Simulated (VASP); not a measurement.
# SnO (P4/nmm) in VASP: notebook

Runs on SnO. Level: PBEsol. Tasks: single point.

Everything below comes from runs of VASP 6.6.1. Logs are shortened: lines on timing, memory, paths and dates and some standing lists are left out, and cuts for length are marked.

### 1 The cell of the first run

Symmetry: P4/nmm, No. 129, tetragonal system. The conventional cell has a = 4.148 Å, b = 4.148 Å, c = 4.316 Å, α = 90.00°, β = 90.00°, γ = 90.00°. Within 3.1 Å of Sn (site symmetry 4mm) lie 4 O at 2.32 Å. Within 3.1 Å of O (site symmetry -4m2) lie 4 Sn at 2.32 Å and 4 O at 2.93 Å.

### 2 Single point, PBEsol (18.56 Å³/atom)

Input file INCAR:

```
PREC = Accurate
ENCUT = 520
EDIFF = 1E-7
ISMEAR = 0
SIGMA = 0.15
LREAL = F
LASPH = T
NELM = 60
ALGO = Normal
ISIF = 2
LWAVE = F
LCHARG = T
GGA = PS
LELF = T
LVHAR = T
NBANDS = 28
```

Input file KPOINTS:

```
Automatic mesh
0
Gamma
  12 12 10
```

Input file POSCAR:

```
SnO
1.0
    4.1476490218      0.0000000000      0.0000000000
    0.0000000000      4.1476490218      0.0000000000
    0.0000000000      0.0000000000      4.3164583370
Sn O
2 2
Direct
    0.0000000000      0.5000000000      0.2425296443
    0.5000000000      0.0000000000      0.7574703557
    0.0000000000      0.0000000000      0.0000000000
    0.5000000000      0.5000000000      0.0000000000
```

Potentials or basis: VASP PAW PBE potentials, release 64 (Sn_d, O).

Run with:

```sh
> cat potpaw_PBE.64/Sn_d/POTCAR potpaw_PBE.64/O/POTCAR > POTCAR
> mpirun -np 1 vasp_std > vasp.out
```

OUTCAR:

```text
PREC = Accurate
   ENCUT = 520
   EDIFF = 1E-7
   ISMEAR = 0
   LREAL = F
   LASPH = T
   NELM = 60
   ISIF = 2
   GGA = PS

 ion  position               nearest neighbor table
   1  0.000  0.500  0.243-   3 2.32   4 2.32   3 2.32   4 2.32   2 3.60   2 3.60   2 3.60   2 3.60
                             2 3.68   2 3.68   2 3.68   2 3.68
   2  0.500  0.000  0.757-   3 2.32   4 2.32   4 2.32   3 2.32   1 3.60   1 3.60   1 3.60   1 3.60
                             1 3.68   1 3.68   1 3.68   1 3.68
   3  0.000  0.000  0.000-   1 2.32   2 2.32   1 2.32   2 2.32
   4  0.500  0.500  0.000-   1 2.32   2 2.32   2 2.32   1 2.32

  LATTYP: Found a simple tetragonal cell.
 ALAT       =     4.1476490218
 C/A-ratio  =     1.0407000000

  Lattice vectors:

 A1 = (   4.1476490218,   0.0000000000,   0.0000000000)
 A2 = (   0.0000000000,   4.1476490218,   0.0000000000)
 A3 = (   0.0000000000,   0.0000000000,   4.3164583370)

Analysis of symmetry for initial positions (statically):
=====================================================================
 Subroutine PRICEL returns:
 Original cell was already a primitive cell.

 Routine SETGRP: Setting up the symmetry group for a
 simple tetragonal supercell.

 Subroutine GETGRP returns: Found 16 space group operations
 (whereof  8 operations were pure point group operations)
 out of a pool of 16 trial point group operations.

The static configuration has the point symmetry D_2d.
 The point group associated with its full space group is D_4h.

Analysis of symmetry for dynamics (positions and initial velocities):
=====================================================================
 Subroutine PRICEL returns:
 Original cell was already a primitive cell.

 Routine SETGRP: Setting up the symmetry group for a
 simple tetragonal supercell.

 Subroutine GETGRP returns: Found 16 space group operations
 (whereof  8 operations were pure point group operations)
 out of a pool of 16 trial point group operations.

The dynamic configuration has the point symmetry D_2d.
 The point group associated with its full space group is D_4h.

 Subroutine INISYM returns: Found 16 space group operations
 (whereof  8 operations are pure point group operations),
 and found     1 'primitive' translations

----------------------------------------------------------------------------------------

                                     Primitive cell

  volume of cell :      74.2560

  direct lattice vectors                    reciprocal lattice vectors
     4.147649022  0.000000000  0.000000000     0.241100439  0.000000000  0.000000000
     0.000000000  4.147649022  0.000000000     0.000000000  0.241100439  0.000000000
     0.000000000  0.000000000  4.316458337     0.000000000  0.000000000  0.231671413

  length of vectors
     4.147649022  4.147649022  4.316458337     0.241100439  0.241100439  0.231671413

  position of ions in fractional coordinates (direct lattice)
     0.000000000  0.500000000  0.242529644
     0.500000000  0.000000000  0.757470356
     0.000000000  0.000000000  0.000000000
     0.500000000  0.500000000  0.000000000

  ion indices of the primitive-cell ions
   primitive index   ion index
                 1           1
                 2           2
                 3           3
                 4           4

----------------------------------------------------------------------------------------

 KPOINTS: Automatic mesh

Automatic generation of k-mesh.
 Grid dimensions read from file:
 generate k-points for:   12   12   10

 Generating k-lattice:

  Cartesian coordinates                     Fractional coordinates (reciprocal lattice)
     0.020091703  0.000000000  0.000000000     0.083333333  0.000000000  0.000000000
     0.000000000  0.020091703  0.000000000     0.000000000  0.083333333  0.000000000
     0.000000000  0.000000000  0.023167141     0.000000000  0.000000000  0.100000000

  Length of vectors
     0.020091703  0.020091703  0.023167141

  Shift w.r.t. Gamma in fractional coordinates (k-lattice)
     0.000000000  0.000000000  0.000000000

 Subroutine IBZKPT returns following result:
 ===========================================

 Found    168 irreducible k-points:

 Following reciprocal coordinates:
            Coordinates               Weight
  0.000000  0.000000  0.000000      1.000000
  0.083333  0.000000  0.000000      4.000000
  0.166667  0.000000  0.000000      4.000000
  0.250000  0.000000  0.000000      4.000000
  0.333333  0.000000  0.000000      4.000000
  0.416667  0.000000  0.000000      4.000000
[... 16 lines left out ...]
  0.333333  0.333333  0.000000      4.000000
  0.416667  0.333333  0.000000      8.000000
 [... further k-points ...]
   k-points           NKPTS =    168   k-points in BZ     NKDIM =    168   number of bands    NBANDS=     28
   number of dos      NEDOS =    301   number of ions     NIONS =      4
   total plane-waves  NPLWV =  32768
   dimension x,y,z NGX =    32 NGY =   32 NGZ =   32
   dimension x,y,z NGXF=    64 NGYF=   64 NGZF=   64
   ions per type =               2   2
   NGX,Y,Z   is equivalent  to a cutoff of  12.83, 12.83, 12.32 a.u.
   NGXF,Y,Z  is equivalent  to a cutoff of  25.65, 25.65, 24.65 a.u.
 SYSTEM =  unknown system
   PREC   = accura    normal or accurate (medium, high low for compatibility)
   ISTART =      0    job   : 0-new  1-cont  2-samecut
   ICHARG =      2    charge: 1-file 2-atom 10-const
   ISPIN  =      1    spin polarized calculation?
   LNONCOLLINEAR =      F non collinear calculations
   LSORBIT =      F    spin-orbit coupling
   LASPH  =      T    aspherical Exc in radial PAW
   ENCUT  =  520.0 eV  38.22 Ry    6.18 a.u.   7.71  7.71  8.03*2*pi/ulx,y,z
   NELM   =     60;   NELMIN=  2; NELMDL= -5     # of ELM steps
   EDIFF  = 0.1E-06   stopping-criterion for ELM
   LREAL  =      F    real-space projection
   EDIFFG = 0.1E-05   stopping-criterion for IOM
   NSW    =      0    number of steps for IOM
   IBRION =     -1    ionic relax: 0-MD 1-quasi-New 2-CG
   NFREE  =      0    steps in history (QN), initial steepest desc. (CG)
   ISIF   =      2    stress and relaxation
   ISYM   =      2    0-nonsym 1-usesym 2-fastsym
   POTIM  = 0.5000    time-step for ionic-motion
   TEBEG  =    0.0;   TEEND  =   0.0 temperature during run
   PSTRESS=    0.0 pullay stress
   NELECT =      40.0000    total number of electrons
   NUPDOWN=      -1.0000    fix difference up-down
   EMIN   =  10.00;   EMAX   =-10.00  energy-range for DOS
   EFERMI =   0.00;   METHOD = LEGACY
   ISMEAR =     0;   SIGMA  =   0.15  broadening in eV -4-tet -1-fermi 0-gaus
   EFERMI_NEDOS =   21; number of points for ismear=-14 and -15
   IALGO  =     38    algorithm
   IMIX   =      4    mixing-type and parameters
     AMIX     =   0.40;   BMIX     =  1.00
     AMIX_MAG =   1.60;   BMIX_MAG =  1.00
  volume/ion in A,a.u.               =      18.56       125.28
  Fermi-wavevector in a.u.,A,eV,Ry     =   1.332041  2.517193 24.141275  1.774334
  Thomas-Fermi vector in A             =   2.461006
   LORBIT       =      0    0 simple, 1 ext, 2 COOP (PROOUT), +10 PAW based schemes
   GGA     = PS    functional components
   LHFCALC =     F    Hartree Fock is set to
   AEXX    =    0.0000 exact exchange contribution
   IVDW    =     0    specifies the selected vdW correction
   LEPSILON=     F    determine dielectric tensor
   LRPA    =     F    only Hartree local field effects (RPA)
 non-spin polarized calculation
 Gauss-broadening in eV      SIGMA  =   0.15
  energy-cutoff  :      520.00
  volume of cell :       74.26
 maximum number of plane-waves:      2020
 NGX is ok and might be reduce to    32
   NGX = 15   NGY = 15   NGZ = 17

 number of electron      39.9999970 magnetization

 Free energy of the ion-electron system (eV)
  ---------------------------------------------------
  ext. energy  EPLUGINS =         0.00000000
  ---------------------------------------------------
  free energy    TOTEN  =       -23.73467122 eV

  energy without entropy =      -23.73467086  energy(sigma->0) =      -23.73467104

 E-fermi :   5.8647     XC(G=0): -10.2658

 val. band max:        5.4135525062   @ k =   0.2500   0.1667   0.0000
 cond. band min:       6.2498583919   @ k =   0.5000   0.5000   0.0000
 fundamental gap:      0.8363058857
 Fermi energy:         5.8646690431

 k-point     1 :       0.0000    0.0000    0.0000
  band No.  band energies     occupation
      1     -15.4615      2.00000
      2     -15.2159      2.00000
      3     -15.2159      2.00000
      4     -15.1998      2.00000
      5     -15.1768      2.00000
      6     -15.1647      2.00000
[... 20 lines left out ...]
     27      13.1968      0.00000
     28      13.2396      0.00000

 k-point     2 :       0.0833    0.0000    0.0000
  band No.  band energies     occupation
      1     -15.4570      2.00000
      2     -15.2144      2.00000
      3     -15.2138      2.00000
      4     -15.1982      2.00000
      5     -15.1763      2.00000
      6     -15.1698      2.00000
[... 20 lines left out ...]
     27      13.2026      0.00000
     28      13.5804      0.00000

 k-point     3 :       0.1667    0.0000    0.0000
  band No.  band energies     occupation
      1     -15.4439      2.00000
      2     -15.2100      2.00000
      3     -15.2075      2.00000
      4     -15.1936      2.00000
      5     -15.1879      2.00000
      6     -15.1747      2.00000
[... 20 lines left out ...]
     27      13.2184      0.00000
     28      14.3989      0.00000

 k-point     4 :       0.2500    0.0000    0.0000
  band No.  band energies     occupation
      1     -15.4236      2.00000
      2     -15.2182      2.00000
      3     -15.2032      2.00000
      4     -15.1974      2.00000
      5     -15.1861      2.00000
      6     -15.1724      2.00000
[... 20 lines left out ...]
     27      13.2685      0.00000
     28      15.3429      0.00000

 k-point     5 :       0.3333    0.0000    0.0000
  band No.  band energies     occupation
      1     -15.3976      2.00000
      2     -15.2553      2.00000
      3     -15.1945      2.00000
      4     -15.1855      2.00000
      5     -15.1757      2.00000
      6     -15.1700      2.00000
[... 20 lines left out ...]
     27      13.3808      0.00000
     28      15.2222      0.00000

 k-point     6 :       0.4167    0.0000    0.0000
  band No.  band energies     occupation
      1     -15.3670      2.00000
      2     -15.2945      2.00000
      3     -15.1849      2.00000
      4     -15.1740      2.00000
      5     -15.1704      2.00000
      6     -15.1629      2.00000
[... 463 lines left out ...]
      5     -15.1668      2.00000
      6     -15.1554      2.00000
[... 20 lines left out ...]
     27      13.7196      0.00000
     28      13.9984      0.00000

 k-point    22 :       0.5000    0.2500    0.0000
  band No.  band energies     occupation
      1     -15.3533      2.00000
      2     -15.3533      2.00000
      3     -15.1687      2.00000
      4     -15.1687      2.00000
      5     -15.1634      2.00000
      6     -15.1634      2.00000
[... 20 lines left out ...]
     27      13.8551      0.00000
     28      13.8551      0.00000

 k-point    23 :       0.3333    0.3333    0.0000
  band No.  band energies     occupation
      1     -15.3847      2.00000
      2     -15.3248      2.00000
      3     -15.1776      2.00000
      4     -15.1723      2.00000
      5     -15.1687      2.00000
      6     -15.1439      2.00000
[... 20 lines left out ...]
     27      13.5412      0.00000
     28      14.1478      0.00000

 k-point    24 :       0.4167    0.3333    0.0000
  band No.  band energies     occupation
      1     -15.3766      2.00000
      2     -15.3466      2.00000
      3     -15.1716      2.00000
      4     -15.1702      2.00000
      5     -15.1642      2.00000
      6     -15.1466      2.00000
[... 20 lines left out ...]
     27      13.7049      0.00000
     28      14.0447      0.00000

 [... further k-points ...]
[... 5 lines left out ...]
  --------------------------------------------------------------------------------------
  -------------------------------------------------------------------------------------
  Total       -5.4103527     -5.4103527     -0.4579771      0.0000000      0.0000000      0.0000000
  in kB     -116.7359461   -116.7359461     -9.8814985      0.0000000      0.0000000      0.0000000
  external PRESSURE =     -81.1177969 kB  Pullay stress =       0.0000000 kB

 VOLUME and BASIS-vectors are now :
 -----------------------------------------------------------------------------
  energy-cutoff  :      520.00
  volume of cell :       74.26
      direct lattice vectors                 reciprocal lattice vectors
     4.147649022  0.000000000  0.000000000     0.241100439  0.000000000  0.000000000
     0.000000000  4.147649022  0.000000000     0.000000000  0.241100439  0.000000000
     0.000000000  0.000000000  4.316458337     0.000000000  0.000000000  0.231671413

 POSITION                                       TOTAL-FORCE (eV/Angst)
 -----------------------------------------------------------------------------------
      0.00000      2.07382      1.04687        -0.000000      0.000000     -0.341325
      2.07382      0.00000      3.26959        -0.000000      0.000000      0.341325
      0.00000      0.00000      0.00000        -0.000000     -0.000000      0.000000
      2.07382      2.07382      0.00000         0.000000      0.000000      0.000000
 -----------------------------------------------------------------------------------
    total drift:                                0.000000     -0.000000      0.000000

  FREE ENERGIE OF THE ION-ELECTRON SYSTEM (eV)
  ---------------------------------------------------
  free  energy   TOTEN  =       -23.7346712175 eV

  energy  without entropy=      -23.7346708617  energy(sigma->0) =      -23.73467104
```

Run time: 3.4 min. Hardware: 1 thread of Intel Xeon Platinum 8259CL at 2.50GHz (Skylake/Cascade Lake), shared host; peak memory 0.37 GiB.

Results:

```yaml
Free_energy: -23.7347 eV
Pressure: -8.1 GPa
Largest_force: 0.341 eV/Å
Band_gap_on_the_k_mesh: 0.84 eV (least direct gap 1.39 eV)
```

Forces in eV/Å, atoms in the order of the input:
```
Sn   0.000  0.000 -0.341
Sn   0.000  0.000  0.341
O    0.000  0.000  0.000
O    0.000  0.000  0.000
```

Caveat: the stress differs along the axes, from -12 to -1 GPa; the PAW data sets were made with another functional, which shifts forces and pressure a little; spin-orbit coupling is left out, which moves the levels of the heavy elements. A k mesh can miss the band edges.

### 3 Single point, PBEsol (18.56 Å³/atom)

Input file INCAR:

```
  ALGO = Normal
  EDIFF = 1E-6
  ENCUT = 520
  GGA = PS
  ISIF = 2
  ISMEAR = 0
  LASPH = T
  LCHARG = F
  LREAL = F
  LWAVE = F
  NBANDS = 28
  NELM = 100
  PREC = Accurate
  SIGMA = 0.15
```

Input file KPOINTS:

```
k-points
0
Gamma
  12 12 10
```

Input file POSCAR:

```
SnO
1.0
    3.9034788832      0.0000000000      0.0000000000
    0.0000000000      3.9034788832      0.0000000000
    0.0000000000      0.0000000000      4.8733531343
Sn O
2 2
Direct
    0.0000000000      0.5000000000      0.2425296443
    0.5000000000      0.0000000000      0.7574703557
    0.0000000000      0.0000000000      0.0000000000
    0.5000000000      0.5000000000      0.0000000000
```

Potentials or basis: VASP PAW PBE potentials, release 64 (Sn_d, O).

Run with:

```sh
> cat potpaw_PBE.64/Sn_d/POTCAR potpaw_PBE.64/O/POTCAR > POTCAR
> mpirun -np 1 vasp_std > vasp.out
```

Run time: 4.5 min. Hardware: 1 thread of Intel Xeon Platinum 8259CL at 2.50GHz (Skylake/Cascade Lake), shared host; peak memory 0.38 GiB.

The run converged. Its results:

```yaml
Free_energy: -24.1120 eV
Pressure: -6.1 GPa
Largest_force: 0.861 eV/Å
Band_gap_on_the_k_mesh: 0.17 eV (least direct gap 1.90 eV)
```

Forces on the atoms (eV/Å):
```
Sn   0.000  0.000 -0.861
Sn   0.000  0.000  0.861
O    0.000  0.000  0.000
O    0.000  0.000  0.000
```

Stress tensor (GPa, compression positive):
```
-6.60  0.00  0.00
 0.00 -6.60  0.00
 0.00  0.00 -5.23
```

Levels at points of the mesh, in eV from the valence-band top:
```tsv
k point	band 18	band 19	band 20	band 21	band 22	band 23
(0.00, 0.00, 0.00)	-2.65	-2.65	-0.01	2.01	4.54	4.54
(0.50, 0.00, 0.00)	-4.23	-2.38	-2.38	3.16	3.16	5.69
(0.50, 0.50, 0.00)	-2.02	-1.73	-1.73	0.17	0.17	4.50
(0.00, 0.00, 0.50)	-2.67	-2.67	-1.79	1.70	2.92	2.92
(0.50, 0.00, 0.50)	-4.18	-1.46	-1.46	2.62	2.62	5.23
(0.50, 0.50, 0.50)	-2.53	-2.02	-2.02	2.46	2.46	4.02
```

Caveat: the cell stands under tension; semilocal functionals underestimate gaps, and a narrow one can read as zero; the PAW data sets were made with another functional, which shifts forces and pressure a little; spin-orbit coupling is left out, which moves the levels of the heavy elements. A k mesh can miss the band edges.
